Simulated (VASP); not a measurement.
# C (P4/mmm) in VASP: a series of runs

Runs on C. Level: PBE. Tasks: single point, relaxation of cell and atoms.

Program: VASP 6.6.1. These are calculated values, not measurements. Logs are shortened: lines on timing, memory, paths and dates and some standing lists are left out, and cuts for length are marked.

**1. The cell of the first run**

It takes space group P4/mmm (No. 123, tetragonal). Conventional cell: a = 1.808 Å, b = 1.808 Å, c = 1.663 Å, α = 90.00°, β = 90.00°, γ = 90.00°. C (site symmetry 4/mmm) has 6 C at 1.66 to 1.81 Å within 2.2 Å.

**2. Single point, PBE**

Contents of INCAR:

```
SYSTEM = C
ALGO     = Normal         ! electronic algorithm
EDIFF    = 1E-7           ! SCF threshold, eV
ENCUT    = 520            ! plane-wave cutoff, eV
GGA      = PE             ! functional
ISIF     = 2              ! what is computed and relaxed
ISMEAR   = 0              ! smearing method
LASPH    = .True.         ! aspherical terms in the spheres
LCHARG   = .True.         ! write CHGCAR
LELF     = .True.         ! ELF
LREAL    = .False.        ! projectors in reciprocal space
LVHAR    = .True.       
LWAVE    = .False.        ! write WAVECAR
NBANDS   = 8              ! bands
NELM     = 100            ! most SCF steps
PREC     = Accurate       ! precision mode
SIGMA    = 0.1            ! smearing width, eV
```

Contents of KPOINTS:

```
k-points
0
Gamma
  10 10 10
  0 0 0
```

Contents of POSCAR:

```
C
1.0
    1.8082410300      0.0000000000      0.0000000000
    0.0000000000      1.8082410300      0.0000000000
    0.0000000000      0.0000000000      1.6634338700
C
1
Direct
    0.5000000000      0.5000000000      0.0000000000
```

Potentials or basis: VASP PAW PBE potentials, release 64 (C).

Run with:

```console
cat potpaw_PBE.64/C/POTCAR > POTCAR
mpirun -np 1 vasp_std > vasp.out
```

OUTCAR:

```text
SYSTEM = C
   EDIFF = 1E-7
   ENCUT = 520
   GGA = PE
   ISIF = 2
   ISMEAR = 0
   LASPH = .True.
   LREAL = .False.
   NELM = 100
   PREC = Accurate

 ion  position               nearest neighbor table
   1  0.500  0.500  0.000-

  LATTYP: Found a simple tetragonal cell.
 ALAT       =     1.8082410300
 C/A-ratio  =     0.9199182202

  Lattice vectors:

 A1 = (   1.8082410300,   0.0000000000,   0.0000000000)
 A2 = (   0.0000000000,   1.8082410300,   0.0000000000)
 A3 = (   0.0000000000,   0.0000000000,   1.6634338700)

Analysis of symmetry for initial positions (statically):
=====================================================================
 Subroutine PRICEL returns:
 Original cell was already a primitive cell.

 Routine SETGRP: Setting up the symmetry group for a
 simple tetragonal supercell.

 Subroutine GETGRP returns: Found 16 space group operations
 (whereof 16 operations were pure point group operations)
 out of a pool of 16 trial point group operations.

The static configuration has the point symmetry D_4h.

Analysis of symmetry for dynamics (positions and initial velocities):
=====================================================================
 Subroutine PRICEL returns:
 Original cell was already a primitive cell.

 Routine SETGRP: Setting up the symmetry group for a
 simple tetragonal supercell.

 Subroutine GETGRP returns: Found 16 space group operations
 (whereof 16 operations were pure point group operations)
 out of a pool of 16 trial point group operations.

The dynamic configuration has the point symmetry D_4h.

 Subroutine INISYM returns: Found 16 space group operations
 (whereof 16 operations are pure point group operations),
 and found     1 'primitive' translations

----------------------------------------------------------------------------------------

                                     Primitive cell

  volume of cell :       5.4390

  direct lattice vectors                    reciprocal lattice vectors
     1.808241030  0.000000000  0.000000000     0.553023620  0.000000000  0.000000000
     0.000000000  1.808241030  0.000000000     0.000000000  0.553023620  0.000000000
     0.000000000  0.000000000  1.663433870     0.000000000  0.000000000  0.601166069

  length of vectors
     1.808241030  1.808241030  1.663433870     0.553023620  0.553023620  0.601166069

  position of ions in fractional coordinates (direct lattice)
     0.500000000  0.500000000  0.000000000

  ion indices of the primitive-cell ions
   primitive index   ion index
                 1           1

----------------------------------------------------------------------------------------

 KPOINTS: k-points

Automatic generation of k-mesh.
 Grid dimensions read from file:
 generate k-points for:   10   10   10

 Generating k-lattice:

  Cartesian coordinates                     Fractional coordinates (reciprocal lattice)
     0.055302362  0.000000000  0.000000000     0.100000000  0.000000000  0.000000000
     0.000000000  0.055302362  0.000000000     0.000000000  0.100000000  0.000000000
     0.000000000  0.000000000  0.060116607     0.000000000  0.000000000  0.100000000

  Length of vectors
     0.055302362  0.055302362  0.060116607

  Shift w.r.t. Gamma in fractional coordinates (k-lattice)
     0.000000000  0.000000000  0.000000000

 Subroutine IBZKPT returns following result:
 ===========================================

 Found    126 irreducible k-points:

 Following reciprocal coordinates:
            Coordinates               Weight
  0.000000  0.000000  0.000000      1.000000
  0.100000  0.000000  0.000000      4.000000
  0.200000  0.000000  0.000000      4.000000
  0.300000  0.000000  0.000000      4.000000
  0.400000  0.000000  0.000000      4.000000
  0.500000  0.000000  0.000000      2.000000
[... 16 lines left out ...]
  0.100000  0.000000  0.100000      8.000000
  0.200000  0.000000  0.100000      8.000000
 [... further k-points ...]
   k-points           NKPTS =    126   k-points in BZ     NKDIM =    126   number of bands    NBANDS=      8
   number of dos      NEDOS =    301   number of ions     NIONS =      1
   total plane-waves  NPLWV =   2352
   dimension x,y,z NGX =    14 NGY =   14 NGZ =   12
   dimension x,y,z NGXF=    28 NGYF=   28 NGZF=   24
   ions per type =               1
   NGX,Y,Z   is equivalent  to a cutoff of  12.87, 12.87, 11.99 a.u.
   NGXF,Y,Z  is equivalent  to a cutoff of  25.74, 25.74, 23.99 a.u.
 SYSTEM =  C
   PREC   = accura    normal or accurate (medium, high low for compatibility)
   ISTART =      0    job   : 0-new  1-cont  2-samecut
   ICHARG =      2    charge: 1-file 2-atom 10-const
   ISPIN  =      1    spin polarized calculation?
   LNONCOLLINEAR =      F non collinear calculations
   LSORBIT =      F    spin-orbit coupling
   LASPH  =      T    aspherical Exc in radial PAW
   ENCUT  =  520.0 eV  38.22 Ry    6.18 a.u.   3.36  3.36  3.09*2*pi/ulx,y,z
   NELM   =    100;   NELMIN=  2; NELMDL= -5     # of ELM steps
   EDIFF  = 0.1E-06   stopping-criterion for ELM
   LREAL  =      F    real-space projection
   EDIFFG = 0.1E-05   stopping-criterion for IOM
   NSW    =      0    number of steps for IOM
   IBRION =     -1    ionic relax: 0-MD 1-quasi-New 2-CG
   NFREE  =      0    steps in history (QN), initial steepest desc. (CG)
   ISIF   =      2    stress and relaxation
   ISYM   =      2    0-nonsym 1-usesym 2-fastsym
   POTIM  = 0.5000    time-step for ionic-motion
   TEBEG  =    0.0;   TEEND  =   0.0 temperature during run
   PSTRESS=    0.0 pullay stress
   NELECT =       4.0000    total number of electrons
   NUPDOWN=      -1.0000    fix difference up-down
   EMIN   =  10.00;   EMAX   =-10.00  energy-range for DOS
   EFERMI =   0.00;   METHOD = LEGACY
   ISMEAR =     0;   SIGMA  =   0.10  broadening in eV -4-tet -1-fermi 0-gaus
   EFERMI_NEDOS =   21; number of points for ismear=-14 and -15
   IALGO  =     38    algorithm
   IMIX   =      4    mixing-type and parameters
     AMIX     =   0.40;   BMIX     =  1.00
     AMIX_MAG =   1.60;   BMIX_MAG =  1.00
  volume/ion in A,a.u.               =       5.44        36.70
  Fermi-wavevector in a.u.,A,eV,Ry     =   1.477708  2.792464 29.709986  2.183622
  Thomas-Fermi vector in A             =   2.592079
   LORBIT       =      0    0 simple, 1 ext, 2 COOP (PROOUT), +10 PAW based schemes
   GGA     = PE    functional components
   LHFCALC =     F    Hartree Fock is set to
   AEXX    =    0.0000 exact exchange contribution
   IVDW    =     0    specifies the selected vdW correction
   LEPSILON=     F    determine dielectric tensor
   LRPA    =     F    only Hartree local field effects (RPA)
 non-spin polarized calculation
 Gauss-broadening in eV      SIGMA  =   0.10
  energy-cutoff  :      520.00
  volume of cell :        5.44
 maximum number of plane-waves:       155
 NGX is ok and might be reduce to    14
   NGX =  7   NGY =  7   NGZ =  7

 number of electron       4.0000000 magnetization

 Free energy of the ion-electron system (eV)
  ---------------------------------------------------
  ext. energy  EPLUGINS =         0.00000000
  ---------------------------------------------------
  free energy    TOTEN  =        -6.46305523 eV

  energy without entropy =       -6.46100611  energy(sigma->0) =       -6.46203067

 E-fermi :  11.7869     XC(G=0): -13.9427

 val. band max:       11.7465692635   @ k =   0.4000   0.0000   0.5000
 cond. band min:      11.7912208657   @ k =   0.2000   0.0000   0.0000
 fundamental gap:      0.0446516022
 Fermi energy:        11.7869017857

 k-point     1 :       0.0000    0.0000    0.0000
  band No.  band energies     occupation
      1     -11.2761      2.00000
      2      19.1267      0.00000
      3      19.1267      0.00000
      4      24.2500      0.00000
      5      35.0305      0.00000
      6      36.8146      0.00000
      7      45.5446      0.00000
      8      66.5451      0.00000

 k-point     2 :       0.1000    0.0000    0.0000
  band No.  band energies     occupation
      1     -10.8985      2.00000
      2      16.6414      0.00000
      3      19.3759      0.00000
      4      24.4671      0.00000
      5      36.3398      0.00000
      6      38.7208      0.00000
      7      45.4967      0.00000
      8      63.2497      0.00000

 k-point     3 :       0.2000    0.0000    0.0000
  band No.  band energies     occupation
      1      -9.7683      2.00000
      2      11.7912      0.95129
      3      20.0658      0.00000
      4      25.0629      0.00000
      5      37.5689      0.00000
      6      43.4004      0.00000
      7      46.2454      0.00000
      8      57.8066      0.00000

 k-point     4 :       0.3000    0.0000    0.0000
  band No.  band energies     occupation
      1      -7.8934      2.00000
      2       6.7558      2.00000
      3      21.0192      0.00000
      4      25.8729      0.00000
      5      39.1117      0.00000
      6      44.0906      0.00000
      7      51.0103      0.00000
      8      53.0123      0.00000

 k-point     5 :       0.4000    0.0000    0.0000
  band No.  band energies     occupation
      1      -5.2961      2.00000
      2       2.1526      2.00000
      3      21.8984      0.00000
      4      26.6014      0.00000
      5      40.6289      0.00000
      6      43.9771      0.00000
      7      49.7336      0.00000
      8      54.6433      0.00000
[... 177 lines left out ...]
 k-point    22 :       0.0000    0.0000    0.1000
  band No.  band energies     occupation
      1     -10.8359      2.00000
      2      19.4726      0.00000
      3      19.4726      0.00000
      4      21.1595      0.00000
      5      35.5468      0.00000
      6      38.5539      0.00000
      7      46.8500      0.00000
      8      64.9780      0.00000

 k-point    23 :       0.1000    0.0000    0.1000
  band No.  band energies     occupation
      1     -10.4592      2.00000
      2      16.8861      0.00000
      3      19.7173      0.00000
      4      21.6419      0.00000
      5      37.2155      0.00000
      6      39.7450      0.00000
      7      46.8188      0.00000
      8      62.8183      0.00000

 k-point    24 :       0.2000    0.0000    0.1000
  band No.  band energies     occupation
      1      -9.3319      2.00000
      2      12.0942      0.00001
      3      20.4008      0.00000
      4      22.4365      0.00000
      5      38.6469      0.00000
      6      43.0956      0.00000
      7      47.8919      0.00000
      8      58.0586      0.00000

 [... further k-points ...]

------------------------ aborting loop because EDIFF is reached ----------------------------------------

  FORCE on cell =-STRESS in cart. coord.  units (eV):
  Direction    XX          YY          ZZ          XY          YZ          ZX
  --------------------------------------------------------------------------------------
  -------------------------------------------------------------------------------------
  Total       -0.2218654     -0.2218654      1.2574161      0.0000000      0.0000000      0.0000000
  in kB      -65.3554630    -65.3554630    370.4003704      0.0000000      0.0000000      0.0000000
  external PRESSURE =      79.8964815 kB  Pullay stress =       0.0000000 kB

 VOLUME and BASIS-vectors are now :
 -----------------------------------------------------------------------------
  energy-cutoff  :      520.00
  volume of cell :        5.44
      direct lattice vectors                 reciprocal lattice vectors
     1.808241030  0.000000000  0.000000000     0.553023620  0.000000000  0.000000000
     0.000000000  1.808241030  0.000000000     0.000000000  0.553023620  0.000000000
     0.000000000  0.000000000  1.663433870     0.000000000  0.000000000  0.601166069

 POSITION                                       TOTAL-FORCE (eV/Angst)
 -----------------------------------------------------------------------------------
      0.90412      0.90412      0.00000         0.000000      0.000000      0.000000
 -----------------------------------------------------------------------------------
    total drift:                                0.000000      0.000000      0.000000

  FREE ENERGIE OF THE ION-ELECTRON SYSTEM (eV)
  ---------------------------------------------------
  free  energy   TOTEN  =        -6.4630552305 eV

  energy  without entropy=       -6.4610061145  energy(sigma->0) =       -6.46203067
```

It took 2.2 s on 1 thread of AMD EPYC 9R45 (Zen 5), shared host; peak memory 0.07 GiB.

What came out:

```yaml
Free_energy: -6.4631 eV
Pressure: 8.0 GPa
Band_gap_on_the_k_mesh: zero (band 2 reaches 19.47 eV, above the bottom of band 3 at 6.61 eV)
```

Stress tensor (GPa, compression positive):
```
-6.54  0.00  0.00
 0.00 -6.54  0.00
 0.00  0.00 37.04
```

Caveat: the k points lie up to 0.38 Å⁻¹ apart.

**3. Single point, PBE**

This run uses another cell than the first one, of 5.59 Å³/atom, 1.028 times its volume.

Contents of INCAR:

```
ALGO = Normal
EDIFF = 1E-6
ENCUT = 520
GGA = PE
ISIF = 2
ISMEAR = 0
LASPH = True
LCHARG = False
LREAL = False
LWAVE = False
NBANDS = 8
NELM = 100
PREC = Accurate
SIGMA = 0.1
```

Contents of KPOINTS:

```
k-points
0
Gamma
  10 10 10
```

Contents of POSCAR:

```
C
1.0
    1.8007447438      0.0000000000      0.0000000000
    0.0000000000      1.8007447438      0.0000000000
    0.0000000000      0.0000000000      1.7235915581
C
1
Direct
    0.5000000000      0.5000000000      0.0000000000
```

Potentials or basis: VASP PAW PBE potentials, release 64 (C).

Run with:

```console
cat potpaw_PBE.64/C/POTCAR > POTCAR
mpirun -np 1 vasp_std > vasp.out
```

Run time: 2.3 s. Hardware: 1 thread of AMD EPYC 9R45 (Zen 5), shared host; peak memory 0.07 GiB.

The run converged. Its results:

- Free energy: -6.4883 eV
- Pressure: 0.2 GPa
- Band gap on the k mesh: zero (band 2 reaches 19.30 eV, above the bottom of band 3 at 7.00 eV)

Levels at points of the mesh, in eV from the Fermi level:
```
           k point  band 1  band 2  band 3  band 4  band 5  band 6  band 7
(0.00, 0.00, 0.00)  -22.20    8.36    8.36   10.94   24.35   25.72   31.73
(0.50, 0.00, 0.00)  -13.25  -12.30   11.53   13.84   29.63   32.93   37.96
(0.50, 0.50, 0.00)   -6.42   -6.42   -3.93    7.67   16.20   42.65   42.65
(0.00, 0.00, 0.50)  -12.20  -11.82   12.25   12.25   28.92   33.07   38.38
(0.50, 0.00, 0.50)   -6.54   -5.42   -2.36    8.33   14.75   40.81   40.93
(0.50, 0.50, 0.50)   -1.90   -0.66   -0.66    8.40   17.17   17.17   17.82
```

Caveat: the k points lie up to 0.36 Å⁻¹ apart.

**4. Relaxation of cell and atoms, PBE**

Contents of INCAR:

```
SYSTEM = C
PREC = Accurate
ENCUT = 600
EDIFF = 1E-6
ISMEAR = 0
SIGMA = 0.1
LREAL = .False.
LASPH = .True.
NELM = 100
ALGO = Normal
ISIF = 3
LWAVE = .False.
LCHARG = .False.
GGA = PE
IBRION = 2
NSW = 90
EDIFFG = -0.04
```

Contents of KPOINTS:

```
Automatic mesh
0
Gamma
  10 10 10
  0 0 0
```

Contents of POSCAR:

```
C
1.0
    1.8082410300      0.0000000000      0.0000000000
    0.0000000000      1.8082410300      0.0000000000
    0.0000000000      0.0000000000      1.6634338700
C
1
Direct
    0.5000000000      0.5000000000      0.0000000000
```

Run with:

```console
cat potpaw_PBE.64/C/POTCAR > POTCAR
mpirun -np 1 vasp_std > vasp.out
```

It took 5.7 s on 1 thread of AMD EPYC 9R45 (Zen 5), shared host; peak memory 0.07 GiB.

Results (log left out):

```
Free energy                            : -6.4887 eV
Relaxed volume                         : 5.58 Å³/atom
Relaxed cell                           : a = 1.801 Å, b = 1.801 Å, c = 1.722 Å, α = 90.00°, β = 90.00°, γ = 90.00°
Space group after relaxing (to 0.05 Å) : P4/mmm (No. 123)
Energy gained by relaxing              : 24.7 meV/atom
Ionic steps                            : 7
Pressure after relaxing                : 0.1 GPa
Band gap on the k mesh                 : zero (band 2 reaches 19.30 eV, above the bottom of band 3 at 7.00 eV)
```

Stress tensor (GPa, compression positive):
```
-0.21  0.00  0.00
 0.00 -0.21  0.00
 0.00  0.00  0.82
```

The path:
| step | energy change (eV) | largest force (eV/Å) | pressure (GPa) | volume (Å³) |
| --- | --- | --- | --- | --- |
| 1 | 0.0000 | 0.0000 | 7.57 | 5.44 |
| 2 | -0.0161 | 0.0000 | 0.92 | 5.63 |
| 3 | -0.0245 | 0.0000 | 1.72 | 5.56 |
| 4 | -0.0245 | 0.0000 | 1.85 | 5.55 |
| 5 | -0.0245 | 0.0000 | 1.91 | 5.55 |
| 6 | -0.0246 | 0.0000 | -0.82 | 5.60 |
| 7 | -0.0247 | 0.0000 | 0.13 | 5.58 |

Final structure:
```cif
data_structure
_symmetry_space_group_name_H-M 'P 1'
_symmetry_Int_Tables_number 1
_cell_length_a 1.8006
_cell_length_b 1.8006
_cell_length_c 1.7216
_cell_angle_alpha 90.000
_cell_angle_beta 90.000
_cell_angle_gamma 90.000
_cell_volume 5.58
loop_
_atom_site_label
_atom_site_type_symbol
_atom_site_fract_x
_atom_site_fract_y
_atom_site_fract_z
_atom_site_occupancy
C1 C 0.50000 0.50000 0.00000 1
```

Levels at points of the mesh, in eV from the Fermi level:
```csv
k point,band 1,band 2,band 3,band 4,band 5,band 6
"(0.00, 0.00, 0.00)",-22.23,8.34,8.34,10.99,24.32,25.72
"(0.50, 0.00, 0.00)",-13.27,-12.33,11.50,13.88,29.62,32.93
"(0.50, 0.50, 0.00)",-6.45,-6.45,-3.96,7.65,16.24,42.70
"(0.00, 0.00, 0.50)",-12.22,-11.81,12.25,12.25,28.91,33.08
"(0.50, 0.00, 0.50)",-6.57,-5.42,-2.35,8.33,14.74,40.81
"(0.50, 0.50, 0.50)",-1.93,-0.66,-0.66,8.42,17.16,17.16
```

Caveat: the k points lie up to 0.36 Å⁻¹ apart in the final cell.

[end of part 1 of 2]
